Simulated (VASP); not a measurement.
Wanted: the native input for a VASP 6.6.1 run.

```
Task                   : single point
Functional             : PBE
Potentials or basis    : VASP PAW PBE potentials, release 64 (Sn_d, O)
Cutoff                 : 520 eV
k mesh                 : 8 × 8 × 8
Occupations            : gaussian, width 0.05 eV
Spin                   : no spin polarisation
Dipole correction      : no
Further INCAR settings : ALGO = Normal; EDIFF = 1e-07; NBANDS = 64
```

The structure of SnO2 lies in POSCAR:

```
SnO2
1.0
    5.1697993239      0.0000000000      0.0000000000
    0.0000000000      5.1697993239      0.0000000000
    0.0000000000      0.0000000000      5.1697993239
Sn O
4 8
Direct
    0.0507756653      0.5000000000      0.5000000000
    0.5507756653      0.5000000000      0.0000000000
    0.5507756653      0.0000000000      0.5000000000
    0.0507756653      0.0000000000      0.0000000000
    0.3390931048      0.1609068952      0.8390931048
    0.1609068952      0.8390931048      0.3390931048
    0.8390931048      0.3390931048      0.1609068952
    0.6609068952      0.6609068952      0.6609068952
    0.3390931048      0.3390931048      0.3390931048
    0.1609068952      0.6609068952      0.8390931048
    0.8390931048      0.1609068952      0.6609068952
    0.6609068952      0.8390931048      0.1609068952
```

This cell differs from its parent crystal: all Sn atoms moved +0.263 Å, as atom 1 along Cartesian [1 0 0].

One way to write it, as run:

INCAR

```
ALGO = Normal
EDIFF = 1E-7
ENCUT = 520
GGA = PE
ISIF = 2
ISMEAR = 0
KPAR = 4
LASPH = T
LCHARG = T
LREAL = F
LVHAR = T
LWAVE = F
NBANDS = 64
NELM = 80
PREC = Accurate
SIGMA = 0.05
```

KPOINTS

```
k-points
0
Gamma
  8 8 8
```

Potentials or basis: VASP PAW PBE potentials, release 64 (Sn_d, O).

Command:

```bash
$ cat potpaw_PBE.64/Sn_d/POTCAR potpaw_PBE.64/O/POTCAR > POTCAR
$ mpirun -np 4 vasp_std > vasp.out
```

It gave:

```
Pressure               : 8.0 GPa
Largest force          : 3.612 eV/Å
Band gap on the k mesh : 0.56 eV (least direct gap 0.63 eV)
```

Caveat: the cell differs from its parent crystal (all Sn atoms moved +0.263 Å, as atom 1 along Cartesian [1 0 0]); the cell stands under pressure; semilocal functionals underestimate gaps, and a narrow one can read as zero; spin-orbit coupling is left out, which moves the levels of the heavy elements; forces of over 1 eV/Å act on the atoms, so gaps and moduli don't describe the material at rest.

It took 9.9 min on 4 MPI ranks on Oxide Virtual Turin-like Processor, on a shared host, peak memory 0.76 GiB a rank.
